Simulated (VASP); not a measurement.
# LaTiGe (P4/nmm) in VASP: single point with LDA

Aim: the single point of LaTiGe with LDA.

All numbers are computed with VASP 6.6.1; they aren't measurements. Logs are shortened: lines on timing, memory, paths and dates and some standing lists are left out, and cuts for length are marked.

## (1) The cell of the first run

It takes space group P4/nmm (No. 129, tetragonal). Conventional cell: a = 3.816 Å, b = 3.816 Å, c = 8.465 Å, α = 90.00°, β = 90.00°, γ = 90.00°. Ti (site symmetry 4mm) has 4 Ge at 2.62 Å and 5 La at 2.99 to 3.60 Å and 4 Ti at 3.82 Å within 3.9 Å. Within 3.9 Å of Ge (site symmetry -4m2) lie 4 Ti at 2.62 Å and 8 Ge at 2.70 to 3.82 Å and 4 La at 3.61 Å. La (site symmetry 4mm) has 5 Ti at 2.99 to 3.60 Å and 8 La at 3.56 to 3.82 Å and 4 Ge at 3.61 Å within 3.9 Å.

## (2) Single point, LDA

Contents of INCAR:

```
  ALGO = Normal
  EDIFF = 1E-6
  ENCUT = 520
  GGA = CA
  ISIF = 2
  ISMEAR = -1
  LASPH = T
  LCHARG = F
  LREAL = F
  LWAVE = F
  NBANDS = 46
  NELM = 100
  PREC = Accurate
  SIGMA = 0.1
```

Contents of KPOINTS:

```
k-points
0
Gamma
  9 9 4
```

Contents of POSCAR:

```
LaTiGe
1.0
    3.8156150000      0.0000000000      0.0000000000
    0.0000000000      3.8156150000      0.0000000000
    0.0000000000      0.0000000000      8.4653220000
Ti Ge La
2 2 2
Direct
    0.2500000000      0.2500000000      0.2118300286
    0.7500000000      0.7500000000      0.7881699714
    0.7500000000      0.2500000000      0.0000000000
    0.2500000000      0.7500000000      0.0000000000
    0.2500000000      0.2500000000      0.6372940876
    0.7500000000      0.7500000000      0.3627059124
```

Potentials or basis: VASP PAW LDA potentials, release 64 (Ti_sv, Ge_d, La).

The run is started by

```
$ cat potpaw_LDA.64/Ti_sv/POTCAR potpaw_LDA.64/Ge_d/POTCAR potpaw_LDA.64/La/POTCAR > POTCAR
$ mpirun -np 1 vasp_std > vasp.out
```

OUTCAR:

```text
EDIFF = 1E-6
   ENCUT = 520
   GGA = CA
   ISIF = 2
   ISMEAR = -1
   LASPH = T
   LREAL = F
   NELM = 100
   PREC = Accurate

 ion  position               nearest neighbor table
   1  0.250  0.250  0.212-   3 2.62   4 2.62   4 2.62   3 2.62   6 2.99   6 2.99   6 2.99   6 2.99

   2  0.750  0.750  0.788-   3 2.62   4 2.62   3 2.62   4 2.62   5 2.99   5 2.99   5 2.99   5 2.99

   3  0.750  0.250  0.000-   1 2.62   2 2.62   2 2.62   1 2.62   4 2.70   4 2.70   4 2.70   4 2.70

   4  0.250  0.750  0.000-   1 2.62   2 2.62   1 2.62   2 2.62   3 2.70   3 2.70   3 2.70   3 2.70

   5  0.250  0.250  0.637-   2 2.99   2 2.99   2 2.99   2 2.99   6 3.56   6 3.56   6 3.56   6 3.56

   6  0.750  0.750  0.363-   1 2.99   1 2.99   1 2.99   1 2.99   5 3.56   5 3.56   5 3.56   5 3.56

  LATTYP: Found a simple tetragonal cell.
 ALAT       =     3.8156150000
 C/A-ratio  =     2.2185996229

  Lattice vectors:

 A1 = (   3.8156150000,   0.0000000000,   0.0000000000)
 A2 = (   0.0000000000,   3.8156150000,   0.0000000000)
 A3 = (   0.0000000000,   0.0000000000,   8.4653220000)

Analysis of symmetry for initial positions (statically):
=====================================================================
 Subroutine PRICEL returns:
 Original cell was already a primitive cell.

 Routine SETGRP: Setting up the symmetry group for a
 simple tetragonal supercell.

 Subroutine GETGRP returns: Found 16 space group operations
 (whereof  4 operations were pure point group operations)
 out of a pool of 16 trial point group operations.

The static configuration has the point symmetry C_2h.
 The point group associated with its full space group is D_4h.

Analysis of symmetry for dynamics (positions and initial velocities):
=====================================================================
 Subroutine PRICEL returns:
 Original cell was already a primitive cell.

 Routine SETGRP: Setting up the symmetry group for a
 simple tetragonal supercell.

 Subroutine GETGRP returns: Found 16 space group operations
 (whereof  4 operations were pure point group operations)
 out of a pool of 16 trial point group operations.

The dynamic configuration has the point symmetry C_2h.
 The point group associated with its full space group is D_4h.

 Subroutine INISYM returns: Found 16 space group operations
 (whereof  4 operations are pure point group operations),
 and found     1 'primitive' translations

[... 101 lines left out ...]
   NELM   =    100;   NELMIN=  2; NELMDL= -5     # of ELM steps
   EDIFF  = 0.1E-05   stopping-criterion for ELM
   LREAL  =      F    real-space projection
   EDIFFG = 0.1E-04   stopping-criterion for IOM
   NSW    =      0    number of steps for IOM
   IBRION =     -1    ionic relax: 0-MD 1-quasi-New 2-CG
   NFREE  =      0    steps in history (QN), initial steepest desc. (CG)
   ISIF   =      2    stress and relaxation
   ISYM   =      2    0-nonsym 1-usesym 2-fastsym
   POTIM  = 0.5000    time-step for ionic-motion
   TEBEG  =    0.0;   TEEND  =   0.0 temperature during run
   PSTRESS=    0.0 pullay stress
   NELECT =      74.0000    total number of electrons
   NUPDOWN=      -1.0000    fix difference up-down
   EMIN   =  10.00;   EMAX   =-10.00  energy-range for DOS
   EFERMI =   0.00;   METHOD = LEGACY
   ISMEAR =    -1;   SIGMA  =   0.10  broadening in eV -4-tet -1-fermi 0-gaus
   EFERMI_NEDOS =   21; number of points for ismear=-14 and -15
   IALGO  =     38    algorithm
   IMIX   =      4    mixing-type and parameters
     AMIX     =   0.40;   BMIX     =  1.00
     AMIX_MAG =   1.60;   BMIX_MAG =  1.00
  volume/ion in A,a.u.               =      20.54       138.62
  Fermi-wavevector in a.u.,A,eV,Ry     =   1.381109  2.609917 25.952588  1.907461
  Thomas-Fermi vector in A             =   2.505924
   LORBIT       =      0    0 simple, 1 ext, 2 COOP (PROOUT), +10 PAW based schemes
   GGA     = CA    functional components
   LHFCALC =     F    Hartree Fock is set to
   AEXX    =    0.0000 exact exchange contribution
   IVDW    =     0    specifies the selected vdW correction
   LEPSILON=     F    determine dielectric tensor
   LRPA    =     F    only Hartree local field effects (RPA)
 non-spin polarized calculation
  energy-cutoff  :      520.00
  volume of cell :      123.25
 maximum number of plane-waves:      3334
   NGX = 15   NGY = 15   NGZ = 31

 number of electron      73.9999988 magnetization

 Free energy of the ion-electron system (eV)
  ---------------------------------------------------
  ext. energy  EPLUGINS =         0.00000000
  ---------------------------------------------------
  free energy    TOTEN  =       -38.42206705 eV

  energy without entropy =      -38.13686983  energy(sigma->0) =      -38.27946844

 E-fermi :   9.3175     XC(G=0): -11.5016

 val. band max:        9.3173965149   @ k =   0.3333   0.3333   0.5000
 cond. band min:       9.3255345241   @ k =   0.1111   0.1111   0.0000
 fundamental gap:      0.0081380091
 Fermi energy:         9.3174723712

 k-point     1 :       0.0000    0.0000    0.0000
  band No.  band energies     occupation
      1     -46.6536      2.00000
      2     -46.6532      2.00000
      3     -23.3991      2.00000
      4     -23.3904      2.00000
      5     -23.3904      2.00000
      6     -23.3904      2.00000
[... 1165 lines left out ...]
     45      11.1403      0.00000
     46      11.2641      0.00000

 [... further k-points ...]

------------------------ aborting loop because EDIFF is reached ----------------------------------------

  FORCE on cell =-STRESS in cart. coord.  units (eV):
  Direction    XX          YY          ZZ          XY          YZ          ZX
  --------------------------------------------------------------------------------------
  -------------------------------------------------------------------------------------
  Total        3.6254417      3.6254417     -0.6815349     -0.0000000      0.0000000      0.0000000
  in kB       47.1301617     47.1301617     -8.8598446     -0.0000000      0.0000000      0.0000000
  external PRESSURE =      28.4668263 kB  Pullay stress =       0.0000000 kB

 VOLUME and BASIS-vectors are now :
 -----------------------------------------------------------------------------
  energy-cutoff  :      520.00
  volume of cell :      123.25
      direct lattice vectors                 reciprocal lattice vectors
     3.815615000  0.000000000  0.000000000     0.262080949  0.000000000  0.000000000
     0.000000000  3.815615000  0.000000000     0.000000000  0.262080949  0.000000000
     0.000000000  0.000000000  8.465322000     0.000000000  0.000000000  0.118128997

 POSITION                                       TOTAL-FORCE (eV/Angst)
 -----------------------------------------------------------------------------------
      0.95390      0.95390      1.79321        -0.000000      0.000000      0.038280
      2.86171      2.86171      6.67211         0.000000      0.000000     -0.038280
      2.86171      0.95390      0.00000         0.000000      0.000000     -0.000000
      0.95390      2.86171      0.00000         0.000000     -0.000000     -0.000000
      0.95390      0.95390      5.39490        -0.000000      0.000000      0.014401
      2.86171      2.86171      3.07042        -0.000000      0.000000     -0.014401
 -----------------------------------------------------------------------------------
    total drift:                                0.000000      0.000000      0.000000

  FREE ENERGIE OF THE ION-ELECTRON SYSTEM (eV)
  ---------------------------------------------------
  free  energy   TOTEN  =       -38.4220670506 eV

  energy  without entropy=      -38.1368698271  energy(sigma->0) =      -38.27946844
```

OSZICAR:

```text
N       E                     dE             d eps       ncg     rms          rms(c)
DAV:   1     0.916651862094E+03    0.91665E+03   -0.31248E+04  4452   0.318E+03
DAV:   2     0.193327834943E+03   -0.72332E+03   -0.68038E+03  4532   0.724E+02
DAV:   3    -0.399215933478E+01   -0.19732E+03   -0.19246E+03  5628   0.298E+02
DAV:   4    -0.374662838982E+02   -0.33474E+02   -0.31940E+02  6690   0.100E+02
DAV:   5    -0.431624485450E+02   -0.56962E+01   -0.55120E+01  8144   0.380E+01    0.169E+01
DAV:   6    -0.478444031136E+02   -0.46820E+01   -0.20257E+02  6800   0.514E+01    0.222E+01
DAV:   7    -0.383063271115E+02    0.95381E+01   -0.87414E+01  7584   0.420E+01    0.685E+00
DAV:   8    -0.386963010111E+02   -0.38997E+00   -0.66522E+00  7792   0.138E+01    0.538E+00
DAV:   9    -0.384977430355E+02    0.19856E+00   -0.21168E+00  6952   0.716E+00    0.291E+00
DAV:  10    -0.384310847955E+02    0.66658E-01   -0.61672E-01  7608   0.421E+00    0.131E+00
DAV:  11    -0.384286914209E+02    0.23934E-02   -0.80663E-02  7688   0.179E+00    0.932E-01
DAV:  12    -0.384222507135E+02    0.64407E-02   -0.76878E-02  7040   0.154E+00    0.165E-01
DAV:  13    -0.384220872562E+02    0.16346E-03   -0.10763E-02  7210   0.757E-01    0.117E-01
DAV:  14    -0.384220617494E+02    0.25507E-04   -0.16549E-03  7770   0.278E-01    0.267E-02
DAV:  15    -0.384220686501E+02   -0.69007E-05   -0.16920E-04  7762   0.867E-02    0.220E-02
DAV:  16    -0.384220675567E+02    0.10934E-05   -0.22336E-05  7460   0.317E-02    0.990E-03
DAV:  17    -0.384220670506E+02    0.50605E-06   -0.44388E-06  5076   0.148E-02
   1 F= -.38422067E+02 E0= -.38279468E+02  d E =-.285197E+00
```

stdout:

```text
POSCAR found type information on POSCAR TiGeLa
 POSCAR found :  3 types and       6 ions
 scaLAPACK will be used
 LDA part: xc-table for (Slater(with rela. corr.)+CA(PZ))
 , standard interpolation
 POSCAR, INCAR and KPOINTS ok, starting setup
 FFT: planning ... GRIDC
 FFT: planning ... GRID_SOFT
 FFT: planning ... GRID
 WAVECAR not read
 entering main loop
```

Wall time 9.4 min (1 thread of AMD EPYC 7R13, shared host); peak memory 0.33 GiB.

What came out:

```
Free energy            : -38.4221 eV
Pressure               : 2.8 GPa
Largest force          : 0.038 eV/Å
Band gap on the k mesh : zero (bands 37 and 38 overlap by 0.77 eV)
```

Forces on the atoms (eV/Å):
```
Ti   0.000  0.000  0.038
Ti   0.000  0.000 -0.038
Ge   0.000  0.000  0.000
Ge   0.000  0.000  0.000
La   0.000  0.000  0.014
La   0.000  0.000 -0.014
```

Stress tensor (GPa, compression positive):
```
 4.71  0.00  0.00
 0.00  4.71  0.00
 0.00  0.00 -0.89
```

Levels at points of the mesh, in eV from the Fermi level:
```tsv
k point	band 34	band 35	band 36	band 37	band 38	band 39	band 40	band 41
(0.00, 0.00, 0.00)	-2.08	-1.32	0.06	0.13	0.16	0.38	0.38	0.78
(0.00, 0.00, 0.50)	-1.38	-0.63	-0.22	0.09	0.12	0.24	0.51	0.51
```

Caveat: spin-orbit coupling is left out, which moves the levels of the heavy elements.
